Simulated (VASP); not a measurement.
# SnS2 (P-3m1) in VASP: relaxation of cell and atoms with r2SCAN

Aim: the relaxation of cell and atoms of SnS2 with r2SCAN.

All numbers are computed with VASP 6.6.1; they aren't measurements. Logs are shortened: lines on timing, memory, paths and dates and some standing lists are left out, and cuts for length are marked.

**1. The cell of the first run**

Symmetry: P-3m1, No. 164, trigonal system. The conventional cell has a = 3.674 Å, b = 3.674 Å, c = 6.229 Å, α = 90.00°, β = 90.00°, γ = 120.00°. Within 3.4 Å of Sn (site symmetry -3m) lie 6 S at 2.58 Å. Within 3.4 Å of S (site symmetry 3m) lie 3 Sn at 2.58 Å.

**2. Relaxation of cell and atoms, r2SCAN**

Contents of POSCAR:

```
SnS2
1.0
    3.6743056006      0.0000000000      0.0000000000
   -1.8371528003      3.1820419914      0.0000000000
    0.0000000000      0.0000000000      6.2288318400
Sn S
1 2
Direct
    0.0000000000      0.0000000000      0.0000000000
    0.3333333300      0.6666666700      0.2346534700
    0.6666666700      0.3333333300      0.7653465300
```

Contents of INCAR.step1:

```
PREC = Accurate
ENCUT = 550
ISMEAR = 0
SIGMA = 0.02
LREAL = F
LASPH = T
NELM = 120
GGA = PE
ALGO = Normal
EDIFF = 1E-5
LWAVE = T
LCHARG = F
GGA_COMPAT = F
IBRION = 2
ISIF = 3
EDIFFG = -0.005
NELMIN = 4
NSW = 100
```

Contents of INCAR.step2:

```
PREC = Accurate
ENCUT = 550
EDIFF = 1E-7
ISMEAR = 0
SIGMA = 0.02
LREAL = F
LASPH = T
NELM = 120
ALGO = Normal
ISIF = 3
LWAVE = F
LCHARG = F
METAGGA = R2SCAN
LMIXTAU = T
IBRION = 2
NSW = 100
EDIFFG = -0.005
ISTART = 1
GGA_COMPAT = F
NELMIN = 4
```

Contents of KPOINTS:

```
Automatic mesh
0
Gamma
  12 12 6
```

Potentials or basis: VASP PAW PBE potentials, release 64 (Sn_d, S).

Started as:

```
$ cat potpaw_PBE.64/Sn_d/POTCAR potpaw_PBE.64/S/POTCAR > POTCAR
$ cp INCAR.step1 INCAR
$ mpirun -np 1 vasp_std > vasp.out
$ cp INCAR.step2 INCAR
$ mpirun -np 1 vasp_std > vasp.out
```

OUTCAR:

```text
PREC = Accurate
   ENCUT = 550
   EDIFF = 1E-7
   ISMEAR = 0
   LREAL = F
   LASPH = T
   NELM = 120
   ISIF = 3
   METAGGA = R2SCAN
   IBRION = 2
   NSW = 100
   EDIFFG = -0.005
   ISTART = 1
   NELMIN = 4

 ion  position               nearest neighbor table
   1  0.000  0.000  0.000-   2 2.58   3 2.58   3 2.58   2 2.58   3 2.58   2 2.58
   2  0.333  0.667  0.235-   1 2.58   1 2.58   1 2.58
   3  0.667  0.333  0.765-   1 2.58   1 2.58   1 2.58

  LATTYP: Found a hexagonal cell.
 ALAT       =     3.6743056006
 C/A-ratio  =     1.6952405480

  Lattice vectors:

 A1 = (   3.6743056006,   0.0000000000,   0.0000000000)
 A2 = (  -1.8371528003,   3.1820419914,   0.0000000000)
 A3 = (   0.0000000000,   0.0000000000,   6.2288318400)

Analysis of symmetry for initial positions (statically):
=====================================================================
 Subroutine PRICEL returns:
 Original cell was already a primitive cell.

 Routine SETGRP: Setting up the symmetry group for a
 hexagonal supercell.

 Subroutine GETGRP returns: Found 12 space group operations
 (whereof 12 operations were pure point group operations)
 out of a pool of 24 trial point group operations.

The static configuration has the point symmetry D_3d.

Analysis of symmetry for dynamics (positions and initial velocities):
=====================================================================
 Subroutine PRICEL returns:
 Original cell was already a primitive cell.

 Routine SETGRP: Setting up the symmetry group for a
 hexagonal supercell.

 Subroutine GETGRP returns: Found 12 space group operations
 (whereof 12 operations were pure point group operations)
 out of a pool of 24 trial point group operations.

The dynamic configuration has the point symmetry D_3d.

 Subroutine INISYM returns: Found 12 space group operations
 (whereof 12 operations are pure point group operations),
 and found     1 'primitive' translations

----------------------------------------------------------------------------------------

                                     Primitive cell

  volume of cell :      72.8262

  direct lattice vectors                    reciprocal lattice vectors
     3.674305601  0.000000000  0.000000000     0.272160269  0.157131804  0.000000000
    -1.837152800  3.182041991  0.000000000     0.000000000  0.314263609  0.000000000
[... 97 lines left out ...]
   PSTRESS=    0.0 pullay stress
   NELECT =      26.0000    total number of electrons
   NUPDOWN=      -1.0000    fix difference up-down
   EMIN   =  10.00;   EMAX   =-10.00  energy-range for DOS
   EFERMI =   0.00;   METHOD = LEGACY
   ISMEAR =     0;   SIGMA  =   0.02  broadening in eV -4-tet -1-fermi 0-gaus
   EFERMI_NEDOS =   21; number of points for ismear=-14 and -15
   IALGO  =     38    algorithm
   IMIX   =      4    mixing-type and parameters
     AMIX     =   0.40;   BMIX     =  1.00
     AMIX_MAG =   1.60;   BMIX_MAG =  1.00
  volume/ion in A,a.u.               =      24.28       163.82
  Fermi-wavevector in a.u.,A,eV,Ry     =   1.161368  2.194668 18.351220  1.348777
  Thomas-Fermi vector in A             =   2.297941
   LORBIT       =      0    0 simple, 1 ext, 2 COOP (PROOUT), +10 PAW based schemes
   METAGGA = R2SCAN    functional components
   LHFCALC =     F    Hartree Fock is set to
   AEXX    =    0.0000 exact exchange contribution
   IVDW    =     0    specifies the selected vdW correction
   LEPSILON=     F    determine dielectric tensor
   LRPA    =     F    only Hartree local field effects (RPA)
 conjugate gradient relaxation of ions
 non-spin polarized calculation
 Gauss-broadening in eV      SIGMA  =   0.02
  energy-cutoff  :      550.00
  volume of cell :       72.83
 maximum number of plane-waves:      2152
   NGX = 15   NGY = 15   NGZ = 23

--------------------------------------- Ionic step        1  -------------------------------------------

 number of electron      26.0000004 magnetization

 Free energy of the ion-electron system (eV)
  ---------------------------------------------------
  ext. energy  EPLUGINS =         0.00000000
  ---------------------------------------------------
  free energy    TOTEN  =       -42.23364437 eV

  energy without entropy =      -42.23364437  energy(sigma->0) =      -42.23364437

------------------------ aborting loop because EDIFF is reached ----------------------------------------

  FORCE on cell =-STRESS in cart. coord.  units (eV):
  Direction    XX          YY          ZZ          XY          YZ          ZX
  --------------------------------------------------------------------------------------
  -------------------------------------------------------------------------------------
  Total       -0.0319883     -0.0319883      0.0015574      0.0000000      0.0000000      0.0000000
  in kB       -0.7037431     -0.7037431      0.0342621      0.0000000      0.0000000      0.0000000
  external PRESSURE =      -0.4577414 kB  Pullay stress =       0.0000000 kB
[... 98 lines left out ...]
--------------------------------------- Ionic step        4  -------------------------------------------

 number of electron      26.0000004 magnetization

 Free energy of the ion-electron system (eV)
  ---------------------------------------------------
  ext. energy  EPLUGINS =         0.00000000
  ---------------------------------------------------
  free energy    TOTEN  =       -42.23366184 eV

  energy without entropy =      -42.23366184  energy(sigma->0) =      -42.23366184

 E-fermi :   3.6206     XC(G=0):  -9.7822

 val. band max:        3.4929406988   @ k =   0.1667   0.0000   0.1667
 cond. band min:       5.3972212014   @ k =   0.5000  -0.0000   0.3333
 fundamental gap:      1.9042805026
 Fermi energy:         3.6205795629

 k-point     1 :       0.0000    0.0000    0.0000
  band No.  band energies     occupation
      1     -17.9277      2.00000
      2     -17.9277      2.00000
      3     -17.8630      2.00000
      4     -17.8409      2.00000
      5     -17.8409      2.00000
      6     -10.5637      2.00000
[... 457 lines left out ...]
      4     -17.8456      2.00000
      5     -17.8370      2.00000
      6     -10.2336      2.00000
[... 9 lines left out ...]
     16       9.8600      0.00000
     17      10.0871      0.00000

 [... further k-points ...]

------------------------ aborting loop because EDIFF is reached ----------------------------------------

  FORCE on cell =-STRESS in cart. coord.  units (eV):
  Direction    XX          YY          ZZ          XY          YZ          ZX
  --------------------------------------------------------------------------------------
  -------------------------------------------------------------------------------------
  Total        0.0034131      0.0034131      0.0096049      0.0000000     -0.0000000     -0.0000000
  in kB        0.0751311      0.0751311      0.2114258      0.0000000     -0.0000000     -0.0000000
  external PRESSURE =       0.1205627 kB  Pullay stress =       0.0000000 kB
[... 18 lines left out ...]
  FREE ENERGIE OF THE ION-ELECTRON SYSTEM (eV)
  ---------------------------------------------------
  free  energy   TOTEN  =       -42.2336618442 eV

  energy  without entropy=      -42.2336618442  energy(sigma->0) =      -42.23366184

 reached required accuracy - stopping structural energy minimisation
```

Wall time 31 min (1 thread of AMD EPYC 9R45 (Zen 5), shared host); peak memory 0.26 GiB.

What came out:

| Item | Value |
| --- | --- |
| Free energy | -42.2337 eV |
| Relaxed volume | 24.26 Å³/atom |
| Relaxed cell | a = 3.673 Å, b = 3.673 Å, c = 6.231 Å, α = 90.00°, β = 90.00°, γ = 120.00° |
| Space group after relaxing (to 0.1 Å) | P-3m1 (No. 164) |
| Energy gained by relaxing | 0.0 meV/atom |
| Ionic steps | 4 |
| Pressure after relaxing | 0.0 GPa |
| Band gap on the k mesh | 1.90 eV (least direct gap 2.22 eV) |

Forces in eV/Å, atoms in the order of the input:
```
Sn   0.000  0.000  0.000
S    0.000  0.000 -0.003
S    0.000  0.000  0.003
```

Final structure:
```yaml
crystal:
  lattice:
    - [3.67263, 0.00000, 0.00000]
    - [-1.83632, 3.18059, 0.00000]
    - [0.00000, 0.00000, 6.23102]
  atoms:
    - { symbol: Sn, position: [0.00000, 0.00000, 0.00000] }
    - { symbol: S, position: [0.33333, 0.66667, 0.23462] }
    - { symbol: S, position: [0.66667, 0.33333, 0.76538] }
```

Caveat: the PAW data sets were made with another functional, which shifts forces and pressure a little; spin-orbit coupling is left out, which moves the levels of the heavy elements. A k mesh can miss the band edges.
